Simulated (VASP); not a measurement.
Wanted: the native input for a VASP 6.6.1 run.

```yaml
Task: relaxation of cell and atoms
Functional: PBE
Potentials_or_basis: VASP PAW PBE potentials, release 64 (Si, Ge_d, Pt)
Cutoff: 600 eV
k_mesh: 12 × 12 × 4
Occupations: gaussian, width 0.1 eV
Spin: no spin polarisation
Dipole_correction: no
Further_INCAR_settings: ALGO = Normal; EDIFF = 1e-06; IBRION = 2; EDIFFG = -0.01; NSW = 100; ISIF = 3
```

The structure of Si4GePt lies in POSCAR:

```
Si4GePt
1.0
    3.5735023293      0.0000000000      0.0000000000
   -1.7867511647      3.0947437977      0.0000000000
    0.0000000000      0.0000000000      9.0708439358
Si Ge Pt
4 1 1
Direct
    0.3333333333      0.6666666667      0.6687487395
    0.0000000000      0.0000000000      0.8414380627
    0.0000000000      0.0000000000      0.1585619373
    0.3333333333      0.6666666667      0.3312512605
    0.6666666667      0.3333333333      0.5000000000
    0.6666666667      0.3333333333      0.0000000000
```

The cell was built from a structure type or drawn by symmetry, and may not be a known phase.

The input as run:

INCAR

```
SYSTEM = Si4GePt
PREC = Accurate
ENCUT = 600
EDIFF = 1E-6
ISMEAR = 0
SIGMA = 0.1
LREAL = .False.
LASPH = .True.
NELM = 60
ALGO = Normal
ISIF = 3
LWAVE = .False.
LCHARG = .False.
GGA = PE
IBRION = 2
NSW = 100
EDIFFG = -0.01
```

KPOINTS

```
regular mesh
0
Gamma
  12 12 4
  0 0 0
```

Potentials or basis: VASP PAW PBE potentials, release 64 (Si, Ge_d, Pt).

Run with:

```bash
$ cat potpaw_PBE.64/Si/POTCAR potpaw_PBE.64/Ge_d/POTCAR potpaw_PBE.64/Pt/POTCAR > POTCAR
$ mpirun -np 1 vasp_std > vasp.out
```

It gave:

```json
{"Relaxed volume": "16.67 Å³/atom", "Relaxed cell": "a = 3.606 Å, b = 3.606 Å, c = 8.879 Å, α = 90.00°, β = 90.00°, γ = 120.00°", "Space group after relaxing (to 0.1 Å)": "P-6m2 (No. 187)", "Energy gained by relaxing": "2.4 meV/atom", "Ionic steps": "8", "Pressure after relaxing": "0.0 GPa", "Largest force after relaxing": "0.006 eV/Å", "Band gap on the k mesh": "zero (bands 20 and 21 overlap by 3.24 eV)"}
```

Caveat: spin-orbit coupling is left out, which moves the levels of the heavy elements.

Wall time 6.2 min on 1 thread of Intel(R) Xeon(R) 6975P-C (Granite Rapids), with other jobs on the host, peak memory 0.38 GiB.
